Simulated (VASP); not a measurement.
# Li4TmGe (P4/mmm) in VASP: notebook

Runs on Li4TmGe. Level: PBE. Tasks: relaxation of cell and atoms, single point.

Program: VASP 6.6.1. These are calculated values, not measurements. Logs are shortened: lines on timing, memory, paths and dates and some standing lists are left out, and cuts for length are marked.

## 1. The cell of the first run

The structure is tetragonal, space group P4/mmm (No. 123). Conventional cell: a = 4.159 Å, b = 4.159 Å, c = 5.074 Å, α = 90.00°, β = 90.00°, γ = 90.00°. Li (site symmetry 2mm) has 1 Li at 2.11 Å and 2 Tm at 2.33 Å and 2 Ge at 2.33 Å within 2.8 Å. Within 3.1 Å of Tm (site symmetry 4/mmm) lie 8 Li at 2.33 Å and 4 Ge at 2.94 Å. Within 3.1 Å of Ge (site symmetry 4/mmm) lie 8 Li at 2.33 Å and 4 Tm at 2.94 Å.

The cell was generated, and may not be a known phase.

## 2. Relaxation of cell and atoms, PBE

Contents of INCAR:

```
SYSTEM = Li4TmGe
PREC     = Accurate       ! precision mode
ENCUT    = 750            ! plane-wave cutoff, eV
EDIFF    = 1E-7           ! SCF threshold, eV
ISMEAR   = 0              ! smearing method
SIGMA    = 0.2            ! smearing width, eV
LREAL    = .False.        ! projectors in reciprocal space
LASPH    = .True.         ! aspherical terms in the spheres
NELM     = 200            ! most SCF steps
ALGO     = Normal         ! electronic algorithm
ISIF     = 3              ! what is computed and relaxed
LWAVE    = .False.        ! write WAVECAR
LCHARG   = .False.        ! write CHGCAR
GGA      = PE             ! functional
IBRION   = 2              ! ionic algorithm
NSW      = 36             ! ionic steps
EDIFFG   = -0.08          ! ionic threshold
GGA_COMPAT= .False.      
NELMIN   = 4            
LMAXMIX  = 6              ! l up to which the mixer works
```

Contents of KPOINTS:

```
regular mesh
0
Gamma
  4 4 3
  0 0 0
```

Contents of POSCAR:

```
Li4TmGe
1.0
    4.1587444100      0.0000000000      0.0000000000
    0.0000000000      4.1587444100      0.0000000000
    0.0000000000      0.0000000000      5.0735032600
Li Tm Ge
4 1 1
Direct
    0.0000000000      0.5000000000      0.7081643200
    0.5000000000      0.0000000000      0.7081643200
    0.0000000000      0.5000000000      0.2918356800
    0.5000000000      0.0000000000      0.2918356800
    0.0000000000      0.0000000000      0.5000000000
    0.5000000000      0.5000000000      0.5000000000
```

Potentials or basis: VASP PAW PBE potentials, release 64 (Li_sv, Tm_3, Ge_d), 4f in core.

Started as:

```bash
$ cat potpaw_PBE.64/Li_sv/POTCAR potpaw_PBE.64/Tm_3/POTCAR potpaw_PBE.64/Ge_d/POTCAR > POTCAR
$ mpirun -np 1 vasp_std > vasp.out
```

OUTCAR:

```text
SYSTEM = Li4TmGe
   PREC = Accurate
   ENCUT = 750
   EDIFF = 1E-7
   ISMEAR = 0
   LREAL = .False.
   LASPH = .True.
   NELM = 200
   ISIF = 3
   GGA = PE
   IBRION = 2
   NSW = 36
   EDIFFG = -0.08
   NELMIN = 4

 ion  position               nearest neighbor table
   1  0.000  0.500  0.708-   3 2.11   5 2.33   6 2.33   5 2.33   6 2.33
   2  0.500  0.000  0.708-   4 2.11   5 2.33   6 2.33   6 2.33   5 2.33
   3  0.000  0.500  0.292-   1 2.11   5 2.33   6 2.33   5 2.33   6 2.33
   4  0.500  0.000  0.292-   2 2.11   5 2.33   6 2.33   6 2.33   5 2.33
   5  0.000  0.000  0.500-   1 2.33   2 2.33   3 2.33   4 2.33   1 2.33   3 2.33   2 2.33   4 2.33
                             6 2.94   6 2.94   6 2.94   6 2.94
   6  0.500  0.500  0.500-   1 2.33   2 2.33   3 2.33   4 2.33   2 2.33   4 2.33   1 2.33   3 2.33
                             5 2.94   5 2.94   5 2.94   5 2.94

  LATTYP: Found a simple tetragonal cell.
 ALAT       =     4.1587444100
 C/A-ratio  =     1.2199603438

  Lattice vectors:

 A1 = (   4.1587444100,   0.0000000000,   0.0000000000)
 A2 = (   0.0000000000,   4.1587444100,   0.0000000000)
 A3 = (   0.0000000000,   0.0000000000,   5.0735032600)

Analysis of symmetry for initial positions (statically):
=====================================================================
 Subroutine PRICEL returns:
 Original cell was already a primitive cell.

 Routine SETGRP: Setting up the symmetry group for a
 simple tetragonal supercell.

 Subroutine GETGRP returns: Found 16 space group operations
 (whereof 16 operations were pure point group operations)
 out of a pool of 16 trial point group operations.

The static configuration has the point symmetry D_4h.

Analysis of symmetry for dynamics (positions and initial velocities):
=====================================================================
 Subroutine PRICEL returns:
 Original cell was already a primitive cell.

 Routine SETGRP: Setting up the symmetry group for a
 simple tetragonal supercell.

 Subroutine GETGRP returns: Found 16 space group operations
 (whereof 16 operations were pure point group operations)
 out of a pool of 16 trial point group operations.

The dynamic configuration has the point symmetry D_4h.

 Subroutine INISYM returns: Found 16 space group operations
 (whereof 16 operations are pure point group operations),
 and found     1 'primitive' translations

----------------------------------------------------------------------------------------

                                     Primitive cell

  volume of cell :      87.7470

  direct lattice vectors                    reciprocal lattice vectors
     4.158744410  0.000000000  0.000000000     0.240457191  0.000000000  0.000000000
     0.000000000  4.158744410  0.000000000     0.000000000  0.240457191  0.000000000
     0.000000000  0.000000000  5.073503260     0.000000000  0.000000000  0.197102465

  length of vectors
     4.158744410  4.158744410  5.073503260     0.240457191  0.240457191  0.197102465

  position of ions in fractional coordinates (direct lattice)
     0.000000000  0.500000000  0.708164320
     0.500000000  0.000000000  0.708164320
     0.000000000  0.500000000  0.291835680
     0.500000000  0.000000000  0.291835680
     0.000000000  0.000000000  0.500000000
     0.500000000  0.500000000  0.500000000

  ion indices of the primitive-cell ions
   primitive index   ion index
                 1           1
                 2           2
                 3           3
                 4           4
                 5           5
                 6           6

----------------------------------------------------------------------------------------

 KPOINTS: regular mesh

Automatic generation of k-mesh.
 Grid dimensions read from file:
 generate k-points for:    4    4    3

 Generating k-lattice:

  Cartesian coordinates                     Fractional coordinates (reciprocal lattice)
     0.060114298  0.000000000  0.000000000     0.250000000  0.000000000  0.000000000
     0.000000000  0.060114298  0.000000000     0.000000000  0.250000000  0.000000000
     0.000000000  0.000000000  0.065700822     0.000000000  0.000000000  0.333333333

  Length of vectors
     0.060114298  0.060114298  0.065700822

  Shift w.r.t. Gamma in fractional coordinates (k-lattice)
     0.000000000  0.000000000  0.000000000

 Subroutine IBZKPT returns following result:
 ===========================================

 Found     12 irreducible k-points:

 Following reciprocal coordinates:
            Coordinates               Weight
  0.000000  0.000000  0.000000      1.000000
  0.250000  0.000000  0.000000      4.000000
  0.500000  0.000000  0.000000      2.000000
  0.250000  0.250000  0.000000      4.000000
  0.500000  0.250000  0.000000      4.000000
  0.500000  0.500000  0.000000      1.000000
  0.000000  0.000000  0.333333      2.000000
  0.250000  0.000000  0.333333      8.000000
  0.500000  0.000000  0.333333      4.000000
  0.250000  0.250000  0.333333      8.000000
  0.500000  0.250000  0.333333      8.000000
  0.500000  0.500000  0.333333      2.000000
   k-points           NKPTS =     12   k-points in BZ     NKDIM =     12   number of bands    NBANDS=     21
   number of dos      NEDOS =    301   number of ions     NIONS =      6
   total plane-waves  NPLWV =  76800
   dimension x,y,z NGX =    40 NGY =   40 NGZ =   48
   dimension x,y,z NGXF=    80 NGYF=   80 NGZF=   96
   ions per type =               4   1   1
   NGX,Y,Z   is equivalent  to a cutoff of  15.99, 15.99, 15.73 a.u.
   NGXF,Y,Z  is equivalent  to a cutoff of  31.98, 31.98, 31.46 a.u.
 SYSTEM =  Li4TmGe
   PREC   = accura    normal or accurate (medium, high low for compatibility)
   ISTART =      0    job   : 0-new  1-cont  2-samecut
   ICHARG =      2    charge: 1-file 2-atom 10-const
   ISPIN  =      1    spin polarized calculation?
   LNONCOLLINEAR =      F non collinear calculations
   LSORBIT =      F    spin-orbit coupling
   LASPH  =      T    aspherical Exc in radial PAW
   ENCUT  =  750.0 eV  55.12 Ry    7.42 a.u.   9.29  9.29 11.33*2*pi/ulx,y,z
   NELM   =    200;   NELMIN=  4; NELMDL= -5     # of ELM steps
   EDIFF  = 0.1E-06   stopping-criterion for ELM
   LREAL  =      F    real-space projection
   EDIFFG = -.8E-01   stopping-criterion for IOM
   NSW    =     36    number of steps for IOM
   IBRION =      2    ionic relax: 0-MD 1-quasi-New 2-CG
   NFREE  =      1    steps in history (QN), initial steepest desc. (CG)
   ISIF   =      3    stress and relaxation
   ISYM   =      2    0-nonsym 1-usesym 2-fastsym
   POTIM  = 0.5000    time-step for ionic-motion
   TEBEG  =    0.0;   TEEND  =   0.0 temperature during run
   PSTRESS=    0.0 pullay stress
   NELECT =      35.0000    total number of electrons
   NUPDOWN=      -1.0000    fix difference up-down
   EMIN   =  10.00;   EMAX   =-10.00  energy-range for DOS
   EFERMI =   0.00;   METHOD = LEGACY
   ISMEAR =     0;   SIGMA  =   0.20  broadening in eV -4-tet -1-fermi 0-gaus
   EFERMI_NEDOS =   21; number of points for ismear=-14 and -15
   IALGO  =     38    algorithm
   IMIX   =      4    mixing-type and parameters
     AMIX     =   0.40;   BMIX     =  1.00
     AMIX_MAG =   1.60;   BMIX_MAG =  1.00
  volume/ion in A,a.u.               =      14.62        98.69
  Fermi-wavevector in a.u.,A,eV,Ry     =   1.205092  2.277293 19.759002  1.452246
  Thomas-Fermi vector in A             =   2.340798
   LORBIT       =      0    0 simple, 1 ext, 2 COOP (PROOUT), +10 PAW based schemes
   GGA     = PE    functional components
   LHFCALC =     F    Hartree Fock is set to
   AEXX    =    0.0000 exact exchange contribution
   IVDW    =     0    specifies the selected vdW correction
   LEPSILON=     F    determine dielectric tensor
   LRPA    =     F    only Hartree local field effects (RPA)
 conjugate gradient relaxation of ions
 non-spin polarized calculation
 Gauss-broadening in eV      SIGMA  =   0.20
  energy-cutoff  :      750.00
  volume of cell :       87.75
 maximum number of plane-waves:      4131
 NGX is ok and might be reduce to    40
   NGX = 19   NGY = 19   NGZ = 23

--------------------------------------- Ionic step        1  -------------------------------------------

 number of electron      35.0000000 magnetization

 Free energy of the ion-electron system (eV)
  ---------------------------------------------------
  ext. energy  EPLUGINS =         0.00000000
  ---------------------------------------------------
  free energy    TOTEN  =       -11.13139633 eV

  energy without entropy =      -11.06746716  energy(sigma->0) =      -11.09943174

------------------------ aborting loop because EDIFF is reached ----------------------------------------

  FORCE on cell =-STRESS in cart. coord.  units (eV):
  Direction    XX          YY          ZZ          XY          YZ          ZX
  --------------------------------------------------------------------------------------
  -------------------------------------------------------------------------------------
  Total       16.6111953     16.6111953     14.0314473      0.0000000     -0.0000000      0.0000000
  in kB      303.3046459    303.3046459    256.2008986      0.0000000     -0.0000000      0.0000000
  external PRESSURE =     287.6033968 kB  Pullay stress =       0.0000000 kB
[... 101 lines left out ...]
  FREE ENERGIE OF THE ION-ELECTRON SYSTEM (eV)
  ---------------------------------------------------
  free  energy   TOTEN  =       -15.7108264258 eV

  energy  without entropy=      -15.6313034872  energy(sigma->0) =      -15.67106496

 E-fermi :   2.7784     XC(G=0):  -8.7733

 val. band max:        2.7242207425   @ k =   0.5000   0.2500   0.3333
 cond. band min:       2.7873695363   @ k =   0.5000   0.5000   0.3333
 fundamental gap:      0.0631487939
 Fermi energy:         2.7784447034

 k-point     1 :       0.0000    0.0000    0.0000
  band No.  band energies     occupation
      1     -43.9589      2.00000
      2     -43.9493      2.00000
      3     -43.9222      2.00000
      4     -43.9138      2.00000
      5     -22.3458      2.00000
      6     -22.0443      2.00000
[... 262 lines left out ...]
      5     -22.3250      2.00000
      6     -22.1521      2.00000
[... 13 lines left out ...]
     20       2.8080      0.83431
     21       5.0968      0.00000

[... ionic steps 4 to 11 ...]

--------------------------------------- Ionic step       12  -------------------------------------------

 number of electron      34.9999996 magnetization

------------------------ aborting loop because EDIFF is reached ----------------------------------------

  FORCE on cell =-STRESS in cart. coord.  units (eV):
  Direction    XX          YY          ZZ          XY          YZ          ZX
  --------------------------------------------------------------------------------------
  -------------------------------------------------------------------------------------
  Total        0.6530049      0.6530049     -0.3531954      0.0000000      0.0000000      0.0000000
  in kB        8.5092633      8.5092633     -4.6024655      0.0000000      0.0000000      0.0000000
  external PRESSURE =       4.1386870 kB  Pullay stress =       0.0000000 kB
[... 65 lines left out ...]
  energy  without entropy=      -17.2457934988  energy(sigma->0) =      -17.29264877

--------------------------------------- Ionic step       14  -------------------------------------------

 number of electron      35.0000013 magnetization

 Free energy of the ion-electron system (eV)
  ---------------------------------------------------
  ext. energy  EPLUGINS =         0.00000000
  ---------------------------------------------------
  free energy    TOTEN  =       -17.34553123 eV

  energy without entropy =      -17.25196756  energy(sigma->0) =      -17.29874940

 E-fermi :   2.3087     XC(G=0):  -8.4069

 val. band max:        2.2874756913   @ k =   0.5000   0.0000   0.3333
 cond. band min:       2.3285160914   @ k =   0.5000   0.5000   0.3333
 fundamental gap:      0.0410404001
 Fermi energy:         2.3087441790

 k-point     1 :       0.0000    0.0000    0.0000
  band No.  band energies     occupation
      1     -44.5799      2.00000
      2     -44.5712      2.00000
      3     -44.5579      2.00000
      4     -44.5503      2.00000
      5     -23.2482      2.00000
      6     -22.9988      2.00000
[... 310 lines left out ...]
  FREE ENERGIE OF THE ION-ELECTRON SYSTEM (eV)
  ---------------------------------------------------
  free  energy   TOTEN  =       -17.3455312337 eV

  energy  without entropy=      -17.2519675584  energy(sigma->0) =      -17.29874940

 reached required accuracy - stopping structural energy minimisation
```

Wall time 3.5 min (1 thread of Intel Xeon 6975P-C (Granite Rapids), shared host); peak memory 0.31 GiB.

Results:

- Free energy: -17.3455 eV
- Relaxed volume: 20.68 Å³/atom
- Relaxed cell: a = 4.112 Å, b = 4.112 Å, c = 7.338 Å, α = 90.00°, β = 90.00°, γ = 90.00°
- Space group after relaxing (to 0.1 Å): P4/mmm (No. 123)
- Energy gained by relaxing: 1035.7 meV/atom
- Ionic steps: 14
- Pressure after relaxing: -0.1 GPa
- Largest force after relaxing: 0.022 eV/Å
- Band gap on the k mesh: zero (an odd number of electrons rules out a gap without spin polarisation)

Forces on the atoms (eV/Å):
```
Li   0.000  0.000  0.022
Li   0.000  0.000  0.022
Li   0.000  0.000 -0.022
Li   0.000  0.000 -0.022
Tm   0.000  0.000  0.000
Ge   0.000  0.000  0.000
```

Step by step:
```
step  energy change (eV)  largest force (eV/Å)  pressure (GPa)  volume (Å³)
   1              0.0000                4.0833           28.76        87.75
   2             -4.4772                0.9574            1.30       125.47
   3             -4.5794                0.7295           -0.06       131.15
   4             -4.5894                0.3434           -2.14       143.00
   5             -4.6154                0.5320           -1.16       136.72
   6             -4.8504                0.4960           -1.10       134.74
   7             -5.5189                0.4378           -0.37       127.90
   8             -5.9786                0.2273            5.49       110.94
   9             -6.0653                0.3295            2.27       117.52
  10             -6.0892                0.3122            3.20       115.09
  11             -6.1809                0.0698           -0.71       126.84
  12             -6.2081                0.0327            0.41       122.95
  13             -6.2081                0.0374            0.46       122.79
  14             -6.2141                0.0223           -0.09       124.08
```

Final structure:
```
Li Tm Ge
1.0
     4.11216    0.00000    0.00000
     0.00000    4.11216    0.00000
     0.00000    0.00000    7.33801
Li Tm Ge
4 1 1
Direct
  0.00000 0.50000 0.81061
  0.50000 0.00000 0.81061
  0.00000 0.50000 0.18939
  0.50000 0.00000 0.18939
  0.00000 0.00000 0.50000
  0.50000 0.50000 0.50000
```

Levels at points of the mesh, in eV from the Fermi level:
| k point | band 13 | band 14 | band 15 | band 16 | band 17 | band 18 | band 19 | band 20 | band 21 |
| --- | --- | --- | --- | --- | --- | --- | --- | --- | --- |
| (0.00, 0.00, 0.00) | -8.94 | -2.77 | -2.72 | -0.20 | 0.38 | 0.38 | 0.67 | 1.48 | 1.48 |
| (0.50, 0.00, 0.00) | -7.70 | -4.21 | -2.55 | -1.28 | -1.22 | -0.72 | 0.19 | 2.12 | 2.18 |
| (0.50, 0.50, 0.00) | -7.84 | -1.94 | -1.94 | -1.63 | -1.24 | 0.09 | 0.09 | 0.31 | 1.02 |

Caveat: the k points lie up to 0.38 Å⁻¹ apart in the final cell, too coarse for converged energies and pressures of a metal; the volume moved by over 15 % at a fixed basis, so the end points are rough; spin-orbit coupling is left out, which moves the levels of the heavy elements; the 4f electrons are frozen in the core, so they carry no moment and show no levels. Spin polarisation is off, so any magnetic state and its effect on volume and gap are missing.

(Part 1 of 2 ends here.)

The gap in the log of VASP goes by the Fermi energy; the results here count the filled bands.